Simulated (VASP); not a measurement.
## AlN: relaxation of cell and atoms with r2SCAN+rVV10

Crystal: AlN.

```
Al N
1.0
     0.00000    2.18399    2.18399
     2.18399    0.00000    2.18399
     2.18399    2.18399    0.00000
Al N
1 1
Direct
  0.00000 0.00000 0.00000
  0.75000 0.75000 0.75000
```

```
Program                : VASP 6.6.1
Task                   : relaxation of cell and atoms
Functional             : r2SCAN
Dispersion             : rVV10
Potentials or basis    : VASP PAW PBE potentials, release 64 (Al, N)
Cutoff                 : 600 eV
k mesh                 : 8 × 8 × 8
Occupations            : gaussian, width 0.01 eV
Spin                   : no spin polarisation
Dipole correction      : no
Further INCAR settings : ALGO = Normal; EDIFF = 1e-07; IBRION = 2; EDIFFG = -0.01; NSW = 60; ISIF = 3
```

```json
{"Relaxed volume": "10.38 Å³/atom", "Relaxed cell": "a = 3.085 Å, b = 3.085 Å, c = 3.085 Å, α = 60.00°, β = 60.00°, γ = 60.00°", "Space group after relaxing (to 0.05 Å)": "F-43m (No. 216)", "Energy gained by relaxing": "0.1 meV/atom", "Ionic steps": "3", "Pressure after relaxing": "-0.1 GPa", "Band gap on the k mesh": "3.89 eV, indirect (least direct gap 4.88 eV)"}
```

The path:
```
step  energy change (eV)  largest force (eV/Å)  pressure (GPa)  volume (Å³)
   1              0.0000                0.0000           -0.76        20.83
   2              0.0000                0.0000            0.77        20.69
   3             -0.0002                0.0000           -0.07        20.77
```

Final structure:
```yaml
crystal:
  lattice:
    - [0.00000, 2.18163, 2.18163]
    - [2.18163, 0.00000, 2.18163]
    - [2.18163, 2.18163, 0.00000]
  atoms:
    - { symbol: Al, position: [0.00000, 0.00000, 0.00000] }
    - { symbol: N, position: [0.75000, 0.75000, 0.75000] }
```

Levels at points of the mesh, in eV from the valence-band top:
```csv
k point,band 1,band 2,band 3,band 4,band 5,band 6,band 7,band 8
"(0.00, 0.00, 0.00)",-15.77,0.00,0.00,0.00,4.88,13.53,13.53,13.53
"(0.50, 0.00, 0.00)",-13.74,-5.93,-0.49,-0.49,8.21,10.81,11.94,11.94
"(0.50, 0.50, 0.00)",-13.11,-4.97,-1.81,-1.81,3.89,9.46,15.22,16.96
```

Run time: 3.3 min on 1 thread of Intel(R) Xeon(R) Platinum 8259CL CPU @ 2.50GHz (Skylake/Cascade Lake), on a shared host, peak memory 0.26 GiB.

Caveat: the PAW data sets were made with another functional, which shifts forces and pressure a little. A k mesh can miss the band edges.
